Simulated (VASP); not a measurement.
# AlN: single point with r2SCAN

AlN:

```xyz
24
Lattice="5.1709 0.0000 0.0000 0.0000 5.1709 0.0000 0.0000 0.0000 7.7564" Properties=species:S:1:pos:R:3 pbc="T T T"
Al    0.0177    0.0572    0.0459
Al   -0.0164    0.0730    2.5604
Al    0.0673    0.0183    5.1460
Al    0.0302    2.5029    0.0442
Al   -0.0812    2.6199    2.6758
Al    0.0908    2.5925    5.2510
Al    2.6432   -0.0144    0.0476
Al    2.5693   -0.0230    2.6105
Al    2.6065   -0.0592    5.1578
Al    2.5855    2.6468   -0.0537
Al    2.5426    2.5485    2.5156
Al    2.5811    2.5317    5.1826
N     1.4128    1.2216    1.3032
N     1.1950    1.4657    3.9377
N     1.3081    1.2031    6.4563
N     1.3050    3.7749    1.3803
N     1.3168    4.0519    3.8998
N     1.2728    3.6140    6.5035
N     3.9545    1.3719    1.2046
N     3.7744    1.0461    3.7929
N     4.0041    1.4332    6.4083
N     3.8548    3.9380    1.3311
N     3.8862    3.7211    3.8926
N     3.7311    4.0268    6.4629
```

```json
{
  "Program": "VASP 6.6.1",
  "Task": "single point",
  "Functional": "r2SCAN",
  "Potentials or basis": "VASP PAW PBE potentials, release 64 (Al, N)",
  "Cutoff": "520 eV",
  "k mesh": "4 × 4 × 2",
  "Occupations": "fermi-dirac, width 0.02 eV",
  "Spin": "no spin polarisation",
  "Dipole correction": "no",
  "Further INCAR settings": "LREAL = Auto; ALGO = Normal; EDIFF = 1e-06; NBANDS = 66"
}
```

```json
{
 "Pressure": "0.8 GPa",
 "Largest force": "4.457 eV/Å",
 "Band gap on the k mesh": "zero (bands 48 and 49 overlap by 0.31 eV)"
}
```

Forces on the atoms (eV/Å):
```
Al   0.093 -0.886 -0.813
Al  -0.061 -0.508  0.498
Al  -0.430  0.497 -0.037
Al   0.083  0.844  0.102
Al  -0.042  0.922  0.330
Al  -0.551 -0.029  0.191
Al  -0.136  0.738 -0.194
Al  -0.272 -0.943  0.036
Al   0.720 -0.181  0.095
Al   0.341 -0.355 -0.143
Al  -0.433  0.069  0.338
Al   1.014 -0.012 -0.542
N    1.198 -2.382  0.408
N   -1.609  3.146  0.007
N    1.458 -4.194  0.390
N   -0.895 -1.497  0.038
N    0.400  3.639  0.760
N   -1.774 -1.414  0.367
N    1.931  1.440 -0.897
N   -1.355 -2.142 -1.311
N    0.523  2.556 -1.336
N   -0.199  2.065  0.226
N    0.872 -4.058  0.920
N   -0.875  2.683  0.565
```

Stress tensor (GPa, compression positive):
```
-4.32  0.02 -0.02
 0.02 12.38  0.45
-0.02  0.45 -5.58
```

Levels at points of the mesh, in eV from the Fermi level:
```tsv
k point	band 44	band 45	band 46	band 47	band 48	band 49	band 50	band 51	band 52	band 53
(0.00, 0.00, 0.00)	-0.63	-0.49	-0.42	0.01	0.12	0.99	1.15	1.29	1.34	1.77
(0.50, 0.00, 0.00)	-0.70	-0.48	-0.39	-0.29	-0.28	1.99	2.21	2.84	2.99	3.27
(0.00, 0.50, 0.00)	-0.80	-0.62	-0.50	-0.43	-0.33	2.07	2.16	2.38	2.41	3.41
(0.50, 0.50, 0.00)	-3.17	-0.98	-0.91	-0.82	-0.65	4.24	4.57	4.69	4.76	4.81
(0.00, 0.00, 0.50)	-0.78	-0.49	-0.42	-0.31	-0.21	0.24	0.83	0.96	1.87	2.25
(0.50, 0.00, 0.50)	-0.88	-0.69	-0.64	-0.31	-0.14	0.85	1.06	3.07	3.28	3.38
(0.00, 0.50, 0.50)	-1.25	-1.12	-1.00	-0.54	-0.39	0.36	0.52	3.40	3.49	3.67
(0.50, 0.50, 0.50)	-2.93	-2.87	-2.69	-2.63	-2.61	3.51	3.87	3.92	4.00	4.27
```

Run time: 23 min on 1 thread of Oxide Virtual Turin-like Processor, with other jobs on the host, peak memory 0.37 GiB.

Caveat: the k points lie up to 0.41 Å⁻¹ apart; the atoms stand as in a frame of molecular dynamics; semilocal functionals underestimate gaps, so a narrow gap can read as zero; the PAW data sets were made with another functional, which shifts forces and pressure a little.
